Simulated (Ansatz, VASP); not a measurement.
# Au: VASP beside Ansatz

```
CELL_PARAMETERS angstrom
2.86112 0.00000 0.00000
-1.43056 2.47780 0.00000
0.00000 0.00000 4.80617
ATOMIC_POSITIONS crystal
Au 0.33333 0.66667 0.25000
Au 0.66667 0.33333 0.75000
```

Alike in both runs: functional PBEsol; k mesh 15 × 15 × 8; occupations fermi-dirac, width 0.05 eV; no spin polarisation.

Ansatz relaxed the structure, and its values are those at the end. VASP's run is a single point on that final structure, the one shown.

|  | VASP | Ansatz |
| --- | --- | --- |
| version | VASP 6.6.1 | Ansatz 0.2.0 |
| potentials or method | VASP PAW PBE potentials, release 64 (Au) | PAW with Ansatz's default frozen-core files, scalar-relativistic |
| plane-wave cutoff (eV) | 520 | 420 |
| valence electrons in the cell | 22 | 38 |

Ansatz gave:

```
pressure (GPa) : 0.0
```

Task: Which values does VASP return?

Result: Pressure (GPa): -0.3.

VASP's potentials were made for PBE, not for PBEsol. The functional is the same, so the differences come from potentials, cutoffs and numerics. VASP's potentials hold 22 valence electrons a cell and Ansatz's 38, so a difference there can come from the potentials and not from the codes.

Neither program's run includes spin-orbit coupling.
